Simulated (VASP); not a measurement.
Runs of VASP 6.6.1 on Bi. The structure is that of space group Pmma (No. 51), or close to it. The cells are those of the table. 

| cell | k mesh | gap on the mesh (eV) | pressure (GPa) | largest force (eV/Å) |
| --- | --- | --- | --- | --- |
| a = 3.248, b = 3.230, c = 6.310 Å, angles 90.0, 90.1, 90.0°, 2 atoms | 14 × 14 × 8 | none | (a) | - |
| a = 3.199, b = 3.242, c = 6.334 Å, angles 90.0, 90.1, 90.0°, 2 atoms | 14 × 14 × 8 | none | 0.4 | 0.01 |
| a = 3.238, b = 3.222, c = 6.444 Å, angles 90.0, 90.7, 90.0°, 2 atoms | 6 × 6 × 4 | none | -0.3 | 0.03 |
| a = 3.199, b = 3.221, c = 6.408 Å, angles 90.0, 90.1, 90.0°, 2 atoms | 14 × 14 × 8 | none | 0.4 | - |

Alike in all rows: task single point; level PBEsol; potentials or basis VASP PAW PBE potentials, release 64 (Bi_d); no spin polarisation; cutoff (eV) 520; smearing gaussian 0.1 eV.

Problem. Fill in the values left out.

Solution. (a) -0.1.

Caveats: the PAW data sets were made with another functional, which shifts forces and pressure a little; spin-orbit coupling is left out, which moves the levels of the heavy elements.

A k mesh can miss the band edges, and the runs leave out spin-orbit coupling on Bi.

A gap of «none» marks levels without a gap at the run's occupations.
